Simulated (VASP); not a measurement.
# Si2Ni (Immm) in VASP: a series of runs, part 2 of 2

VASP 6.6.1. The steps go on from the part before.

## (4) Single point, PBEsol (strain +0.0187 x Voigt [0, 0, 0, 1, 0, 0])

Contents of INCAR:

```
SYSTEM = Si2Ni
PREC = Accurate ; ENCUT = 520
EDIFF = 1E-6 ; ISMEAR = 0
SIGMA = 0.15 ; LREAL = .False.
LASPH = .True. ; NELM = 80
ALGO = Normal ; ISIF = 2
LWAVE = .False. ; LCHARG = .False.
GGA = PS ; NBANDS = 16
```

Contents of KPOINTS:

```
Automatic mesh
0
Gamma
  16 16 16
  0 0 0
```

Contents of POSCAR:

```
Si2Ni
1.0
    0.0000000000      2.7209096952      2.7209096952
    2.6957048548      0.0252048404      2.6957048548
    2.6957048548      2.6957048548      0.0252048404
Si Ni
2 1
Direct
    0.2500000000      0.2500000000      0.2500000000
    0.7500000000      0.7500000000      0.7500000000
    0.0000000000      0.0000000000      0.0000000000
```

Potentials or basis: VASP PAW PBE potentials, release 64 (Si, Ni).

On the command line:

```bash
cat potpaw_PBE.64/Si/POTCAR potpaw_PBE.64/Ni/POTCAR > POTCAR
mpirun -np 1 vasp_std > vasp.out
```

OUTCAR:

```text
SYSTEM = Si2Ni
   PREC = Accurate
   ENCUT = 520
   EDIFF = 1E-6
   ISMEAR = 0
   LREAL = .False.
   LASPH = .True.
   NELM = 80
   ISIF = 2
   GGA = PS

 ion  position               nearest neighbor table
   1  0.250  0.250  0.250-   3 2.32   3 2.32   3 2.35   3 2.35   2 2.70   2 2.70   2 2.70   2 2.70
                             2 2.70   2 2.70
   2  0.750  0.750  0.750-   3 2.32   3 2.32   3 2.35   3 2.35   1 2.70   1 2.70   1 2.70   1 2.70
                             1 2.70   1 2.70
   3  0.000  0.000  0.000-   2 2.32   2 2.32   1 2.32   1 2.32   2 2.35   1 2.35   2 2.35   1 2.35

  LATTYP: Found a body centered orthorhombic cell.
 ALAT       =     3.7766573387
 B/A-ratio  =     1.0188764952
 C/A-ratio  =     1.4275612602

  Lattice vectors:

 A1 = (  -2.6957048548,   2.6957048548,   0.0252048404)
 A2 = (  -2.6957048548,  -2.6957048548,  -0.0252048404)
 A3 = (   2.6957048548,   0.0252048404,   2.6957048548)

Analysis of symmetry for initial positions (statically):
=====================================================================
 Subroutine PRICEL returns:
 Original cell was already a primitive cell.

 Routine SETGRP: Setting up the symmetry group for a
 body centered orthorhombic supercell.

 Subroutine GETGRP returns: Found  8 space group operations
 (whereof  8 operations were pure point group operations)
 out of a pool of  8 trial point group operations.

The static configuration has the point symmetry D_2h.

Analysis of symmetry for dynamics (positions and initial velocities):
=====================================================================
 Subroutine PRICEL returns:
 Original cell was already a primitive cell.

 Routine SETGRP: Setting up the symmetry group for a
 body centered orthorhombic supercell.

 Subroutine GETGRP returns: Found  8 space group operations
 (whereof  8 operations were pure point group operations)
 out of a pool of  8 trial point group operations.

The dynamic configuration has the point symmetry D_2h.

 Subroutine INISYM returns: Found  8 space group operations
 (whereof  8 operations are pure point group operations),
 and found     1 'primitive' translations

----------------------------------------------------------------------------------------

                                     Primitive cell

  volume of cell :      39.1750

  direct lattice vectors                    reciprocal lattice vectors
     0.000000000  2.720909695  2.720909695    -0.185480246  0.183762071  0.183762071
     2.695704855  0.025204840  2.695704855     0.185480246 -0.187230855  0.187230855
     2.695704855  2.695704855  0.025204840     0.185480246  0.187230855 -0.187230855

  length of vectors
     3.847947393  3.812385685  3.812385685     0.319280314  0.323285799  0.323285799

  position of ions in fractional coordinates (direct lattice)
     0.250000000  0.250000000  0.250000000
     0.750000000  0.750000000  0.750000000
     0.000000000  0.000000000  0.000000000

  ion indices of the primitive-cell ions
   primitive index   ion index
                 1           1
                 2           2
                 3           3

----------------------------------------------------------------------------------------

 KPOINTS: Automatic mesh

Automatic generation of k-mesh.
[... 24 lines left out ...]
  0.062500  0.000000 -0.000000      4.000000
  0.125000  0.000000 -0.000000      4.000000
  0.187500  0.000000  0.000000      4.000000
  0.250000  0.000000 -0.000000      4.000000
  0.312500 -0.000000 -0.000000      4.000000
[... 16 lines left out ...]
 -0.187500  0.062500 -0.000000      8.000000
 -0.125000  0.062500 -0.000000      8.000000
 [... further k-points ...]
   k-points           NKPTS =    621   k-points in BZ     NKDIM =    621   number of bands    NBANDS=     16
   number of dos      NEDOS =    301   number of ions     NIONS =      3
   total plane-waves  NPLWV =  23520
   dimension x,y,z NGX =    30 NGY =   28 NGZ =   28
   dimension x,y,z NGXF=    60 NGYF=   56 NGZF=   56
   ions per type =               2   1
   NGX,Y,Z   is equivalent  to a cutoff of  12.96, 12.21, 12.21 a.u.
   NGXF,Y,Z  is equivalent  to a cutoff of  25.92, 24.42, 24.42 a.u.
 SYSTEM =  Si2Ni
   PREC   = accura    normal or accurate (medium, high low for compatibility)
   ISTART =      0    job   : 0-new  1-cont  2-samecut
   ICHARG =      2    charge: 1-file 2-atom 10-const
   ISPIN  =      1    spin polarized calculation?
   LNONCOLLINEAR =      F non collinear calculations
   LSORBIT =      F    spin-orbit coupling
   LASPH  =      T    aspherical Exc in radial PAW
   ENCUT  =  520.0 eV  38.22 Ry    6.18 a.u.   7.15  7.09  7.09*2*pi/ulx,y,z
   NELM   =     80;   NELMIN=  2; NELMDL= -5     # of ELM steps
   EDIFF  = 0.1E-05   stopping-criterion for ELM
   LREAL  =      F    real-space projection
   EDIFFG = 0.1E-04   stopping-criterion for IOM
   NSW    =      0    number of steps for IOM
   IBRION =     -1    ionic relax: 0-MD 1-quasi-New 2-CG
   NFREE  =      0    steps in history (QN), initial steepest desc. (CG)
   ISIF   =      2    stress and relaxation
   ISYM   =      2    0-nonsym 1-usesym 2-fastsym
   POTIM  = 0.5000    time-step for ionic-motion
   TEBEG  =    0.0;   TEEND  =   0.0 temperature during run
   PSTRESS=    0.0 pullay stress
   NELECT =      18.0000    total number of electrons
   NUPDOWN=      -1.0000    fix difference up-down
   EMIN   =  10.00;   EMAX   =-10.00  energy-range for DOS
   EFERMI =   0.00;   METHOD = LEGACY
   ISMEAR =     0;   SIGMA  =   0.15  broadening in eV -4-tet -1-fermi 0-gaus
   EFERMI_NEDOS =   21; number of points for ismear=-14 and -15
   IALGO  =     38    algorithm
   IMIX   =      4    mixing-type and parameters
     AMIX     =   0.40;   BMIX     =  1.00
     AMIX_MAG =   1.60;   BMIX_MAG =  1.00
  volume/ion in A,a.u.               =      13.06        88.12
  Fermi-wavevector in a.u.,A,eV,Ry     =   1.263269  2.387233 21.712852  1.595850
  Thomas-Fermi vector in A             =   2.396635
   LORBIT       =      0    0 simple, 1 ext, 2 COOP (PROOUT), +10 PAW based schemes
   GGA     = PS    functional components
   LHFCALC =     F    Hartree Fock is set to
   AEXX    =    0.0000 exact exchange contribution
   IVDW    =     0    specifies the selected vdW correction
   LEPSILON=     F    determine dielectric tensor
   LRPA    =     F    only Hartree local field effects (RPA)
 non-spin polarized calculation
 Gauss-broadening in eV      SIGMA  =   0.15
  energy-cutoff  :      520.00
  volume of cell :       39.18
 maximum number of plane-waves:      1068
 NGX is ok and might be reduce to    30
   NGX = 15   NGY = 15   NGZ = 15

 number of electron      17.9999994 magnetization

 Free energy of the ion-electron system (eV)
  ---------------------------------------------------
  ext. energy  EPLUGINS =         0.00000000
  ---------------------------------------------------
  free energy    TOTEN  =       -18.98096938 eV

  energy without entropy =      -18.97068812  energy(sigma->0) =      -18.97582875

 E-fermi :  10.4771     XC(G=0): -11.7359

 val. band max:       10.4724794382   @ k =  -0.1250   0.4375   0.3750
 cond. band min:      10.4774106379   @ k =   0.0000   0.5000   0.3125
 fundamental gap:      0.0049311997
 Fermi energy:        10.4770514167

 k-point     1 :       0.0000    0.0000    0.0000
  band No.  band energies     occupation
      1      -3.4481      2.00000
      2       5.1871      2.00000
      3       5.2103      2.00000
      4       5.2341      2.00000
      5       6.9132      2.00000
      6       6.9150      2.00000
[... 433 lines left out ...]
      3       5.2523      2.00000
      4       5.3606      2.00000
      5       6.7929      2.00000
      6       6.9152      2.00000
[... 8 lines left out ...]
     15      15.1188      0.00000
     16      15.7803      0.00000

 [... further k-points ...]

------------------------ aborting loop because EDIFF is reached ----------------------------------------

  FORCE on cell =-STRESS in cart. coord.  units (eV):
  Direction    XX          YY          ZZ          XY          YZ          ZX
  --------------------------------------------------------------------------------------
  -------------------------------------------------------------------------------------
  Total       -0.0034075      0.0169708      0.0169708      0.0000000     -0.5490985      0.0000000
  in kB       -0.1393583      0.6940695      0.6940695      0.0000000    -22.4570012      0.0000000
  external PRESSURE =       0.4162602 kB  Pullay stress =       0.0000000 kB

 VOLUME and BASIS-vectors are now :
 -----------------------------------------------------------------------------
  energy-cutoff  :      520.00
  volume of cell :       39.18
      direct lattice vectors                 reciprocal lattice vectors
     0.000000000  2.720909695  2.720909695    -0.185480246  0.183762071  0.183762071
     2.695704855  0.025204840  2.695704855     0.185480246 -0.187230855  0.187230855
     2.695704855  2.695704855  0.025204840     0.185480246  0.187230855 -0.187230855

 POSITION                                       TOTAL-FORCE (eV/Angst)
 -----------------------------------------------------------------------------------
      1.34785      1.36045      1.36045        -0.139908     -0.000000     -0.000000
      4.04356      4.08136      4.08136         0.139908      0.000000      0.000000
      0.00000      0.00000      0.00000        -0.000000      0.000000     -0.000000
 -----------------------------------------------------------------------------------
    total drift:                                0.000000     -0.000000     -0.000000

  FREE ENERGIE OF THE ION-ELECTRON SYSTEM (eV)
  ---------------------------------------------------
  free  energy   TOTEN  =       -18.9809693803 eV

  energy  without entropy=      -18.9706881178  energy(sigma->0) =      -18.97582875
```

OSZICAR:

```text
N       E                     dE             d eps       ncg     rms          rms(c)
DAV:   1     0.630760231737E+02    0.63076E+02   -0.78181E+03 20000   0.115E+03
DAV:   2    -0.178906443039E+02   -0.80967E+02   -0.73954E+02 22200   0.214E+02
DAV:   3    -0.212110071986E+02   -0.33204E+01   -0.32663E+01 25920   0.473E+01
DAV:   4    -0.212624343418E+02   -0.51427E-01   -0.51396E-01 23688   0.564E+00
DAV:   5    -0.212637560295E+02   -0.13217E-02   -0.13216E-02 25848   0.951E-01    0.173E+01
DAV:   6    -0.262546838985E+02   -0.49909E+01   -0.44704E+01 20576   0.156E+02    0.256E+01
DAV:   7    -0.191475801873E+02    0.71071E+01   -0.13276E+01 24912   0.959E+01    0.394E+00
DAV:   8    -0.190318407947E+02    0.11574E+00   -0.17421E+00 27096   0.211E+01    0.270E+00
DAV:   9    -0.189837728264E+02    0.48068E-01   -0.27180E-01 24168   0.917E+00    0.690E-01
DAV:  10    -0.189811362644E+02    0.26366E-02   -0.99250E-03 27880   0.194E+00    0.308E-01
DAV:  11    -0.189809594879E+02    0.17678E-03   -0.10319E-03 30016   0.321E-01    0.568E-02
DAV:  12    -0.189809737220E+02   -0.14234E-04   -0.37612E-05 24512   0.438E-02    0.257E-02
DAV:  13    -0.189809694291E+02    0.42929E-05   -0.13410E-05 25616   0.871E-02    0.525E-03
DAV:  14    -0.189809693803E+02    0.48799E-07   -0.12093E-06 14984   0.908E-03
   1 F= -.18980969E+02 E0= -.18975829E+02  d E =-.102813E-01
```

It took 8.9 min on 1 thread of Intel Xeon 8259CL, shared host; peak memory 0.47 GiB.

Results:

- Free energy: -18.9810 eV
- Pressure: 0.0 GPa
- Largest force: 0.140 eV/Å
- Band gap on the k mesh: zero (bands 9 and 10 overlap by 2.14 eV)

Forces in eV/Å, atoms in the order of the input:
```
Si  -0.140  0.000  0.000
Si   0.140  0.000  0.000
Ni   0.000  0.000  0.000
```

Stress tensor (GPa, compression positive):
```
-0.01  0.00  0.00
 0.00  0.07 -2.25
 0.00 -2.25  0.07
```

Caveat: the cell differs from its parent crystal (strain +0.0187 x Voigt [0, 0, 0, 1, 0, 0]); the PAW data sets were made with another functional, which shifts forces and pressure a little.

## (5) Overview

```tsv
cell	gap on the mesh (eV)	pressure (GPa)	largest force (eV/Å)
a = 3.919, b = 3.813, c = 3.813 Å, angles 58.1, 59.1, 59.1°, 3 atoms	none	0.6	0.43
a = 3.884, b = 3.813, c = 3.813 Å, angles 58.8, 59.4, 59.4°, 3 atoms	none	0.3	0.28
a = 3.848, b = 3.812, c = 3.812 Å, angles 59.4, 59.7, 59.7°, 3 atoms	none	0.0	0.14
```

Alike in all rows: task single point; level PBEsol; potentials or basis VASP PAW PBE potentials, release 64 (Si, Ni); no spin polarisation; k mesh 16 × 16 × 16; cutoff (eV) 520; smearing gaussian 0.15 eV.

Caveats: the PAW data sets were made with another functional, which shifts forces and pressure a little.

Total energies depend on the potentials used, so only differences within one code and one set of settings carry meaning.
